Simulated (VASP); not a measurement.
# Sn32Te33 (a cell with a defect) in VASP: single point with PBEsol

Aim: the single point of Sn32Te33 (a cell with a defect) with PBEsol.

Program: VASP 6.6.1. These are calculated values, not measurements. Logs are shortened: lines on timing, memory, paths and dates and some standing lists are left out, and cuts for length are marked.

## (1) The cell of the first run

The cell holds a defect, 65 atoms: a = 12.569 Å, b = 12.569 Å, c = 12.569 Å, α = 90.00°, β = 90.00°, γ = 90.00°.

## (2) Single point, PBEsol

Contents of INCAR:

```
  PREC = Accurate
  ENCUT = 400
  EDIFF = 1E-6
  ISMEAR = -1
  SIGMA = 0.05
  LREAL = Auto
  LASPH = T
  NELM = 120
  ALGO = Normal
  ISIF = 2
  LWAVE = F
  LCHARG = F
  GGA = PS
  NBANDS = 361
  ISYM = -1
  GGA_COMPAT = F
```

Contents of KPOINTS:

```
explicit points
1
Reciprocal
  0.25000000   0.25000000   0.25000000 1
```

Contents of POSCAR:

```
Sn32Te33
1.0
   12.5689980000      0.0000000000      0.0000000000
    0.0000000000     12.5689980000      0.0000000000
    0.0000000000      0.0000000000     12.5689980000
Te Sn
33 32
Direct
    0.2494230000      0.0020510000      0.0033940000
    0.2499990000      0.0018210000      0.5039420000
    0.2497440000      0.5021970000      0.0036880000
    0.2487050000      0.5025590000      0.5052330000
    0.7499260000      0.0018630000      0.0039720000
    0.7514580000      0.0071300000      0.5055120000
    0.7516770000      0.5025740000      0.0003990000
    0.8147190000      0.4315590000      0.5701320000
    0.9997150000      0.2510200000      0.0017720000
    0.0052870000      0.2467290000      0.5015500000
    0.9998900000      0.7515670000      0.0016920000
    0.0017070000      0.7516120000      0.5017780000
    0.4990160000      0.2532180000      0.0029520000
    0.4955360000      0.2530290000      0.5048580000
    0.4995200000      0.7530830000      0.0029490000
    0.4968170000      0.7576700000      0.5032200000
    0.9997060000      0.0026990000      0.2526740000
    0.9992060000      0.0003020000      0.7530810000
    0.9962060000      0.5037110000      0.2469110000
    0.0015060000      0.5022250000      0.7555070000
    0.4989430000      0.0028600000      0.2529850000
    0.4987490000      0.0036540000      0.7536570000
    0.4934280000      0.5025950000      0.2470870000
    0.4917710000      0.5048960000      0.7502390000
    0.2495220000      0.2529130000      0.2527560000
    0.2481690000      0.2512150000      0.7534110000
    0.2482040000      0.7527590000      0.2537480000
    0.2471780000      0.7517270000      0.7541040000
    0.7517220000      0.2512870000      0.2479300000
    0.7478970000      0.2474580000      0.7581960000
    0.7483670000      0.7570920000      0.2511540000
    0.7471860000      0.7531880000      0.7569230000
    0.6995890000      0.5646170000      0.4481110000
    0.9937910000      0.9950590000      0.9959160000
    0.9971690000      0.0010480000      0.4962140000
    0.9958230000      0.4943870000      0.9944430000
    0.0152480000      0.5058330000      0.4841890000
    0.4924350000      0.9955570000      0.9962650000
    0.4933680000      0.9967960000      0.4959560000
    0.4924390000      0.4966060000      0.9954430000
    0.4822580000      0.4922920000      0.4938240000
    0.2417840000      0.2447470000      0.9952560000
    0.2427900000      0.2452270000      0.4946570000
    0.2443860000      0.7454490000      0.9984410000
    0.2513370000      0.7489190000      0.4996210000
    0.7410820000      0.2455220000      0.9954840000
    0.7301890000      0.2361370000      0.4826450000
    0.7454790000      0.7493820000      0.0061270000
    0.7598380000      0.7740920000      0.5157340000
    0.2423670000      0.9949190000      0.2462230000
    0.2420790000      0.9953280000      0.7476460000
    0.2422920000      0.4960390000      0.2464090000
    0.2401680000      0.4946140000      0.7491950000
    0.7419710000      0.9958240000      0.2472240000
    0.7424780000      0.0029830000      0.7509400000
    0.7412070000      0.4890790000      0.2326840000
    0.7281910000      0.5094410000      0.7682750000
    0.9940410000      0.2457990000      0.2443520000
    0.9917700000      0.2429650000      0.7447490000
    0.9914740000      0.7469000000      0.2458900000
    0.9940280000      0.7433770000      0.7481700000
    0.4903140000      0.2450240000      0.2437560000
    0.4912300000      0.2470520000      0.7469960000
    0.4919890000      0.7462830000      0.2464560000
    0.4913280000      0.7484300000      0.7459620000
```

Potentials or basis: VASP PAW PBE potentials, release 64 (Te, Sn_d).

The run is started by

```bash
$ cat potpaw_PBE.64/Te/POTCAR potpaw_PBE.64/Sn_d/POTCAR > POTCAR
$ mpirun -np 1 vasp_std > vasp.out
```

OUTCAR:

```text
PREC = Accurate
   ENCUT = 400
   EDIFF = 1E-6
   ISMEAR = -1
   LREAL = Auto
   LASPH = T
   NELM = 120
   ISIF = 2
   GGA = PS
   ISYM = -1

 ion  position               nearest neighbor table
   1  0.249  0.002  0.003-  42 3.05  50 3.05  38 3.06  34 3.22  51 3.22  44 3.23
   2  0.250  0.002  0.504-  39 3.06  43 3.06  51 3.07  45 3.18  35 3.18  50 3.24
   3  0.250  0.502  0.004-  40 3.05  52 3.05  44 3.06  36 3.20  53 3.20  42 3.24
   4  0.249  0.503  0.505-  41 2.94  37 2.95  53 3.07  45 3.10  43 3.24  52 3.26
   5  0.750  0.002  0.004-  54 3.06  46 3.07  34 3.07  48 3.17  55 3.18  38 3.24
   6  0.751  0.007  0.506-  47 2.91  49 2.93  55 3.09  35 3.09  39 3.25  54 3.25
   7  0.752  0.503  0.000-  56 2.93  57 2.93  36 3.07  48 3.10  46 3.23  40 3.26
   8  0.815  0.432  0.570-  33 2.69  57 2.89  47 2.89  37 2.90  30 3.41  20 3.42  10 3.45
   9  1.000  0.251  0.002-  42 3.04  58 3.05  36 3.06  34 3.22  59 3.23  46 3.25
  10  0.005  0.247  0.502-  43 2.99  59 3.06  35 3.09  58 3.24  37 3.27   8 3.45  47 3.47
  11  1.000  0.752  0.002-  34 3.06  60 3.07  44 3.07  61 3.19  48 3.20  36 3.23
  12  0.002  0.752  0.502-  49 3.06  61 3.10  37 3.10  35 3.14  45 3.14  60 3.22
  13  0.499  0.253  0.003-  62 3.03  46 3.05  40 3.06  63 3.22  42 3.24  38 3.24
  14  0.496  0.253  0.505-  47 2.97  41 3.02  63 3.04  43 3.18  39 3.22  62 3.28
  15  0.500  0.753  0.003-  38 3.05  64 3.06  48 3.09  44 3.21  40 3.23  65 3.23
  16  0.497  0.758  0.503-  39 3.01  65 3.05  45 3.09  64 3.23  49 3.32  41 3.34  33 3.59
  17  1.000  0.003  0.253-  50 3.05  58 3.06  35 3.06  60 3.22  34 3.23  54 3.24
  18  0.999  0.000  0.753-  59 3.05  34 3.05  51 3.05  55 3.23  35 3.23  61 3.23
  19  0.996  0.504  0.247-  37 2.99  60 3.06  52 3.09  36 3.18  56 3.22  58 3.24
  20  0.002  0.502  0.756-  53 3.00  36 3.01  61 3.03  59 3.26  37 3.41   8 3.42  57 3.44
  21  0.499  0.003  0.253-  62 3.05  39 3.06  54 3.06  64 3.23  50 3.23  38 3.23
  22  0.499  0.004  0.754-  38 3.05  63 3.06  55 3.06  65 3.21  51 3.23  39 3.24
  23  0.493  0.503  0.247-  64 3.06  41 3.11  56 3.12  52 3.16  40 3.16  62 3.24
  24  0.492  0.505  0.750-  57 2.98  65 3.06  40 3.08  53 3.17  41 3.23  63 3.24
  25  0.250  0.253  0.253-  62 3.03  43 3.04  52 3.06  58 3.21  42 3.24  50 3.25
  26  0.248  0.251  0.753-  42 3.04  63 3.06  53 3.06  51 3.22  59 3.23  43 3.25
  27  0.248  0.753  0.254-  50 3.05  64 3.07  45 3.09  44 3.21  52 3.23  60 3.23
  28  0.247  0.752  0.754-  51 3.06  65 3.07  44 3.07  61 3.18  45 3.20  53 3.23
  29  0.752  0.251  0.248-  47 2.97  56 3.00  58 3.05  46 3.18  54 3.21  62 3.29
  30  0.748  0.247  0.758-  46 2.98  59 3.07  55 3.07  63 3.23  57 3.30   8 3.41  47 3.47
  31  0.748  0.757  0.251-  54 3.00  60 3.06  48 3.08  64 3.23  49 3.34  56 3.38  33 3.52
  32  0.747  0.753  0.757-  49 3.05  57 3.08  61 3.11  48 3.13  55 3.14  65 3.22
  33  0.700  0.565  0.448-   8 2.69  49 2.87  56 2.92  41 2.94  31 3.52  16 3.59
  34  0.994  0.995  0.996-  18 3.05  11 3.06   5 3.07   1 3.22   9 3.22  17 3.23
  35  0.997  0.001  0.496-  17 3.06  10 3.09   6 3.09  12 3.14   2 3.18  18 3.23
  36  0.996  0.494  0.994-  20 3.01   9 3.06   7 3.07  19 3.18   3 3.20  11 3.23
  37  0.015  0.506  0.484-   8 2.90   4 2.95  19 2.99  12 3.10  10 3.27  20 3.41
[... 26 lines left out ...]
  64  0.492  0.746  0.246-  23 3.06  15 3.06  27 3.07  31 3.23  21 3.23  16 3.23
  65  0.491  0.748  0.746-  16 3.05  24 3.06  28 3.07  22 3.21  32 3.22  15 3.23

IMPORTANT INFORMATION: All symmetrisations will be switched off!
NOSYMM: (Re-)initialisation of all symmetry stuff for point group C_1.

----------------------------------------------------------------------------------------

                                     Primitive cell

  volume of cell :    1985.6467

  direct lattice vectors                    reciprocal lattice vectors
    12.568998000  0.000000000  0.000000000     0.079560837  0.000000000  0.000000000
     0.000000000 12.568998000  0.000000000     0.000000000  0.079560837  0.000000000
     0.000000000  0.000000000 12.568998000     0.000000000  0.000000000  0.079560837

  length of vectors
    12.568998000 12.568998000 12.568998000     0.079560837  0.079560837  0.079560837

  position of ions in fractional coordinates (direct lattice)
     0.249423000  0.002051000  0.003394000
     0.249999000  0.001821000  0.503942000
     0.249744000  0.502197000  0.003688000
     0.248705000  0.502559000  0.505233000
     0.749926000  0.001863000  0.003972000
     0.751458000  0.007130000  0.505512000
[... 57 lines left out ...]
     0.491989000  0.746283000  0.246456000
     0.491328000  0.748430000  0.745962000

  ion indices of the primitive-cell ions
   primitive index   ion index
                 1           1
                 2           2
                 3           3
                 4           4
                 5           5
                 6           6
[... 57 lines left out ...]
                64          64
                65          65

----------------------------------------------------------------------------------------

 KPOINTS: explicit points

Read explicit list of k-points.

 Found      1 k-points:

 Following reciprocal coordinates:
            Coordinates               Weight
  0.250000  0.250000  0.250000      1.000000
   k-points           NKPTS =      1   k-points in BZ     NKDIM =      1   number of bands    NBANDS=    361
   number of dos      NEDOS =    301   number of ions     NIONS =     65
   total plane-waves  NPLWV = 592704
   dimension x,y,z NGX =    84 NGY =   84 NGZ =   84
   dimension x,y,z NGXF=   168 NGYF=  168 NGZF=  168
   ions per type =              33  32
   NGX,Y,Z   is equivalent  to a cutoff of  11.11, 11.11, 11.11 a.u.
   NGXF,Y,Z  is equivalent  to a cutoff of  22.22, 22.22, 22.22 a.u.
 SYSTEM =  unknown system
   PREC   = accura    normal or accurate (medium, high low for compatibility)
   ISTART =      0    job   : 0-new  1-cont  2-samecut
   ICHARG =      2    charge: 1-file 2-atom 10-const
   ISPIN  =      1    spin polarized calculation?
   LNONCOLLINEAR =      F non collinear calculations
   LSORBIT =      F    spin-orbit coupling
   LASPH  =      T    aspherical Exc in radial PAW
   ENCUT  =  400.0 eV  29.40 Ry    5.42 a.u.  20.50 20.50 20.50*2*pi/ulx,y,z
   NELM   =    120;   NELMIN=  2; NELMDL= -5     # of ELM steps
   EDIFF  = 0.1E-05   stopping-criterion for ELM
   LREAL  =      T    real-space projection
   EDIFFG = 0.1E-04   stopping-criterion for IOM
   NSW    =      0    number of steps for IOM
   IBRION =     -1    ionic relax: 0-MD 1-quasi-New 2-CG
   NFREE  =      0    steps in history (QN), initial steepest desc. (CG)
   ISIF   =      2    stress and relaxation
   ISYM   =     -1    0-nonsym 1-usesym 2-fastsym
   POTIM  = 0.5000    time-step for ionic-motion
   TEBEG  =    0.0;   TEEND  =   0.0 temperature during run
   PSTRESS=    0.0 pullay stress
   NELECT =     646.0000    total number of electrons
   NUPDOWN=      -1.0000    fix difference up-down
   EMIN   =  10.00;   EMAX   =-10.00  energy-range for DOS
   EFERMI =   0.00;   METHOD = LEGACY
   ISMEAR =    -1;   SIGMA  =   0.05  broadening in eV -4-tet -1-fermi 0-gaus
   EFERMI_NEDOS =   21; number of points for ismear=-14 and -15
   IALGO  =     38    algorithm
   IMIX   =      4    mixing-type and parameters
     AMIX     =   0.40;   BMIX     =  1.00
     AMIX_MAG =   1.60;   BMIX_MAG =  1.00
  volume/ion in A,a.u.               =      30.55       206.15
  Fermi-wavevector in a.u.,A,eV,Ry     =   1.125948  2.127733 17.248908  1.267759
  Thomas-Fermi vector in A             =   2.262628
   LORBIT       =      0    0 simple, 1 ext, 2 COOP (PROOUT), +10 PAW based schemes
   GGA     = PS    functional components
   LHFCALC =     F    Hartree Fock is set to
   AEXX    =    0.0000 exact exchange contribution
   IVDW    =     0    specifies the selected vdW correction
   LEPSILON=     F    determine dielectric tensor
   LRPA    =     F    only Hartree local field effects (RPA)
 non-spin polarized calculation
  energy-cutoff  :      400.00
  volume of cell :     1985.65
 maximum number of plane-waves:     36036
 NGX is ok and might be reduce to    84
   NGX = 41   NGY = 41   NGZ = 41

 number of electron     646.0000003 magnetization

 Free energy of the ion-electron system (eV)
  ---------------------------------------------------
  ext. energy  EPLUGINS =         0.00000000
  ---------------------------------------------------
  free energy    TOTEN  =      -267.46492801 eV

  energy without entropy =     -267.45823049  energy(sigma->0) =     -267.46157925

 E-fermi :   7.1751     XC(G=0):  -9.7470

 val. band max:        6.8861433787   @ k =   0.2500   0.2500   0.2500
 cond. band min:       7.4452801120   @ k =   0.2500   0.2500   0.2500
 fundamental gap:      0.5591367333
 Fermi energy:         7.1751012973

 k-point     1 :       0.2500    0.2500    0.2500
  band No.  band energies     occupation
      1     -14.7097      2.00000
      2     -14.7054      2.00000
      3     -14.6995      2.00000
      4     -14.6985      2.00000
      5     -14.6966      2.00000
      6     -14.6961      2.00000
[... 327 lines left out ...]
    334       7.9386      0.00000
    335       7.9718      0.00000
 [bands above 335 left out]

------------------------ aborting loop because EDIFF is reached ----------------------------------------

  FORCE on cell =-STRESS in cart. coord.  units (eV):
  Direction    XX          YY          ZZ          XY          YZ          ZX
  --------------------------------------------------------------------------------------
  -------------------------------------------------------------------------------------
  Total       22.8292482     24.6881746     23.9141912     -1.2927162     -1.0260547      1.0403660
  in kB       18.4204493     19.9203787     19.2958675     -1.0430661     -0.8279023      0.8394499
  external PRESSURE =      19.2122319 kB  Pullay stress =       0.0000000 kB

 VOLUME and BASIS-vectors are now :
 -----------------------------------------------------------------------------
  energy-cutoff  :      400.00
  volume of cell :     1985.65
      direct lattice vectors                 reciprocal lattice vectors
    12.568998000  0.000000000  0.000000000     0.079560837  0.000000000  0.000000000
     0.000000000 12.568998000  0.000000000     0.000000000  0.079560837  0.000000000
     0.000000000  0.000000000 12.568998000     0.000000000  0.000000000  0.079560837

 POSITION                                       TOTAL-FORCE (eV/Angst)
 -----------------------------------------------------------------------------------
      3.13500      0.02578      0.04266         0.002162      0.000691      0.001849
      3.14224      0.02289      6.33405         0.002493     -0.000811     -0.000873
      3.13903      6.31211      0.04635         0.001108     -0.004108     -0.000305
      3.12597      6.31666      6.35027        -0.010576     -0.001472      0.000310
      9.42582      0.02342      0.04992        -0.002486     -0.000035      0.003523
      9.44507      0.08962      6.35378        -0.002070     -0.015957     -0.006374
[... 57 lines left out ...]
      6.18381      9.38003      3.09770         0.001191     -0.002307      0.001680
      6.17550      9.40702      9.37599         0.003702     -0.004962      0.004468
 -----------------------------------------------------------------------------------
    total drift:                                0.028087      0.029358      0.098232

  FREE ENERGIE OF THE ION-ELECTRON SYSTEM (eV)
  ---------------------------------------------------
  free  energy   TOTEN  =      -267.4649280066 eV

  energy  without entropy=     -267.4582304920  energy(sigma->0) =     -267.46157925
```

It took 12 min on 1 thread of Intel Xeon Platinum 8488C (Sapphire Rapids), shared host; peak memory 1.2 GiB.

Results:

* Free energy: -267.4649 eV
* Pressure: 1.9 GPa
* Largest force: 0.061 eV/Å

Forces on the atoms (eV/Å):
```
Te   0.002  0.001  0.002
Te   0.002 -0.001 -0.001
Te   0.001 -0.004  0.000
Te  -0.011 -0.001  0.000
Te  -0.002  0.000  0.004
Te  -0.002 -0.016 -0.006
Te  -0.002  0.010 -0.014
Te   0.039 -0.017  0.034
Te  -0.007  0.002  0.003
Te  -0.005  0.004 -0.012
Te   0.002  0.009  0.004
Te   0.010  0.007 -0.006
Te  -0.004  0.003  0.002
Te   0.001  0.001 -0.004
Te  -0.001  0.002 -0.001
Te   0.013 -0.010 -0.009
Te  -0.009  0.002  0.001
Te  -0.004 -0.003  0.006
Te  -0.002  0.000 -0.008
Te  -0.008 -0.004 -0.005
Te  -0.007  0.005  0.001
Te  -0.003  0.004 -0.005
Te   0.003 -0.006  0.006
Te  -0.002  0.003 -0.002
Te   0.000  0.004 -0.001
Te  -0.005 -0.001  0.002
Te   0.002 -0.004  0.003
Te  -0.002 -0.004 -0.002
Te   0.002  0.003 -0.007
Te  -0.007  0.004 -0.015
Te   0.005 -0.015  0.004
Te   0.000  0.004  0.004
Te  -0.031  0.042 -0.031
Sn   0.004  0.001  0.001
Sn   0.002 -0.004 -0.001
Sn   0.000  0.001  0.009
Sn   0.006 -0.002 -0.006
Sn  -0.001 -0.001  0.005
Sn  -0.002  0.007  0.001
Sn   0.003  0.000  0.001
Sn  -0.003 -0.001  0.003
Sn   0.000  0.000  0.001
Sn   0.002 -0.001  0.001
Sn  -0.004  0.002  0.000
Sn  -0.014 -0.001 -0.004
Sn   0.001 -0.001  0.004
Sn   0.011 -0.001  0.013
Sn  -0.006 -0.005 -0.012
Sn  -0.014 -0.008 -0.015
Sn   0.004  0.003  0.002
Sn   0.002  0.003  0.002
Sn  -0.001  0.004  0.002
Sn   0.009  0.001  0.001
Sn   0.001  0.004  0.000
Sn   0.001 -0.009  0.003
Sn   0.003  0.005  0.000
Sn   0.003 -0.014  0.009
Sn  -0.001  0.002  0.005
Sn   0.005  0.001  0.011
Sn   0.006 -0.002  0.003
Sn   0.000  0.002  0.003
Sn   0.006 -0.002  0.005
Sn   0.000 -0.001  0.000
Sn   0.001 -0.002  0.002
Sn   0.004 -0.005  0.004
```

Levels at points of the mesh, in eV from the Fermi level:
```csv
k point,band 319,band 320,band 321,band 322,band 323,band 324,band 325,band 326,band 327,band 328
"(0.25, 0.25, 0.25)",-0.46,-0.45,-0.37,-0.36,-0.29,0.27,0.44,0.46,0.54,0.59
```

Caveat: the PAW data sets were made with another functional, which shifts forces and pressure a little; spin-orbit coupling is left out, which moves the levels of the heavy elements.
